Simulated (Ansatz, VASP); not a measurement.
**AlB2Ru3 in VASP and in Ansatz**

File INCAR:

```
PREC = Accurate ; ENCUT = 600
EDIFF = 1E-6 ; ISMEAR = 0
SIGMA = 0.1 ; LREAL = False
LASPH = True ; NELM = 100
ALGO = Normal ; ISIF = 3
LWAVE = False ; LCHARG = False
GGA = PE ; IBRION = 2
NSW = 90 ; EDIFFG = -0.04
```

File KPOINTS:

```
regular mesh
0
Gamma
  6 6 2
```

File POSCAR:

```
AlB2Ru3
1.0
    3.0032016500      0.0000000000      0.0000000000
    0.0000000000      3.0032016500      0.0000000000
    0.0000000000      0.0000000000      9.5096791600
Al B Ru
1 2 3
Direct
    0.0000000000      0.0000000000      0.0000000000
    0.0000000000      0.0000000000      0.3334420000
    0.0000000000      0.0000000000      0.6665580000
    0.5000000000      0.5000000000      0.1787200000
    0.5000000000      0.5000000000      0.5000000000
    0.5000000000      0.5000000000      0.8212800000
```

Input for Ansatz:

```yaml
crystal:
  lattice:
    - [3.00320165, 0.0, 0.0]
    - [0.0, 3.00320165, 0.0]
    - [0.0, 0.0, 9.50967916]
  atoms:
    - { symbol: Al, position: [0.0, 0.0, 0.0] }
    - { symbol: B, position: [0.0, 0.0, 0.333442] }
    - { symbol: B, position: [0.0, 0.0, 0.666558] }
    - { symbol: Ru, position: [0.5, 0.5, 0.17872] }
    - { symbol: Ru, position: [0.5, 0.5, 0.5] }
    - { symbol: Ru, position: [0.5, 0.5, 0.82128] }
basis:
  ecutwfc: 420
kpoints:
  mp_grid: { grid: [6, 6, 2] }
hamiltonian:
  xc: pbe
scf:
  occupations: { method: gaussian, width: 0.1 }
  lower_state_search: "off"
output:
  forces: true
  stress: true
  eigenvalues: true
relax:
  adjacent_minimum: "off"
  f_tol: 0.04
  max_steps: 70
  cell: { stress_tol: 0.4 }
```

Change from the starting cell: species swapped into the Pr3MgAl2 type (P4/mmm, No. 123).

Alike in both runs: task relaxation of cell and atoms; functional PBE; k mesh 6 × 6 × 2; occupations gaussian, width 0.1 eV; no spin polarisation.

|  | VASP | Ansatz |
| --- | --- | --- |
| version | VASP 6.6.1 | Ansatz 0.2.0 |
| potentials or method | VASP PAW PBE potentials, release 64 (Al, B, Ru_pv), cutoff 600 eV | scalar-relativistic, plane waves, PAW |
| valence electrons in the cell | 51 | 57 |

```tsv
	VASP	Ansatz	Ansatz less VASP
gap on the k mesh at the Fermi level, each at its own relaxed structure (eV)	none	none	-
relaxed volume (Å³/atom)	11.09	11.10	+0.005
relaxed cell length with the largest relative difference (Å)	8.698	8.712	+0.0141
```

A gap of «none» marks a metal or a gap that the smearing closes. VASP's potentials hold 51 valence electrons a cell and Ansatz's 57, so a difference there can come from the potentials and not from the codes.

Noted on VASP's run: the volume moved by over 15 % at a fixed basis, so the end points are rough.
